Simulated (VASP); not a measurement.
Write the native input for VASP 6.6.1 that does the following.

- Task: single point
- Functional: r2SCAN
- Potentials or basis: VASP PAW PBE potentials, release 64 (Nb_sv, Zr_sv, B)
- Cutoff: 520 eV
- k mesh: 10 × 10 × 5
- Occupations: fermi-dirac, width 0.1 eV
- Spin: no spin polarisation
- Dipole correction: no
- Further INCAR settings: ALGO = Normal; EDIFF = 1e-06; NBANDS = 37

The system is ZrNbB.

```
CELL_PARAMETERS angstrom
3.47919 0.00000 0.00000
0.00000 3.47919 0.00000
0.00000 0.00000 6.79078
ATOMIC_POSITIONS crystal
Nb 0.00000 0.00000 0.00000
Nb 0.50000 0.50000 0.00000
Zr 0.50000 0.00000 0.64000
Zr 0.00000 0.50000 0.36000
B 0.50000 0.00000 0.25500
B 0.00000 0.50000 0.74500
```

These files were run (other wordings do the same):

POSCAR

```
ZrNbB
1.0
    3.4791931100      0.0000000000      0.0000000000
    0.0000000000      3.4791931100      0.0000000000
    0.0000000000      0.0000000000      6.7907820900
Nb Zr B
2 2 2
Direct
    0.0000000000      0.0000000000      0.0000000000
    0.5000000000      0.5000000000      0.0000000000
    0.5000000000      0.0000000000      0.6400000000
    0.0000000000      0.5000000000      0.3600000000
    0.5000000000      0.0000000000      0.2550000000
    0.0000000000      0.5000000000      0.7450000000
```

INCAR.step1

```
SYSTEM = ZrNbB
ALGO = Normal
EDIFF = 1E-4
ENCUT = 520
GGA = PE
ISMEAR = -1
LASPH = .True.
LCHARG = .False.
LREAL = .False.
LWAVE = .True.
NBANDS = 37
NELM = 80
PREC = Accurate
SIGMA = 0.1
```

INCAR.step2

```
SYSTEM = ZrNbB
ALGO = Normal
EDIFF = 1E-6
ENCUT = 520
ISIF = 2
ISMEAR = -1
ISTART = 1
LASPH = .True.
LCHARG = .True.
LELF = .True.
LMIXTAU = .True.
LREAL = .False.
LVHAR = .True.
LWAVE = .False.
METAGGA = R2SCAN
NBANDS = 37
NELM = 80
PREC = Accurate
SIGMA = 0.1
```

KPOINTS

```
k-points
0
Gamma
  10 10 5
  0 0 0
```

Potentials or basis: VASP PAW PBE potentials, release 64 (Nb_sv, Zr_sv, B).

The run is started by

```sh
$ cat potpaw_PBE.64/Nb_sv/POTCAR potpaw_PBE.64/Zr_sv/POTCAR potpaw_PBE.64/B/POTCAR > POTCAR
$ cp INCAR.step1 INCAR
$ mpirun -np 1 vasp_std > vasp.out
$ cp INCAR.step2 INCAR
$ mpirun -np 1 vasp_std > vasp.out
```

It gave:

| Quantity | Value |
| --- | --- |
| Pressure | 27.7 GPa |
| Largest force | 0.898 eV/Å |
| Band gap on the k mesh | zero (bands 28 and 29 overlap by 1.16 eV) |

Caveat: the cell stands under pressure; the PAW data sets were made with another functional, which shifts forces and pressure a little.

Wall time 10 min on 1 thread of AMD EPYC 7R13 Processor (Zen 3), with other jobs on the host, peak memory 0.3 GiB.
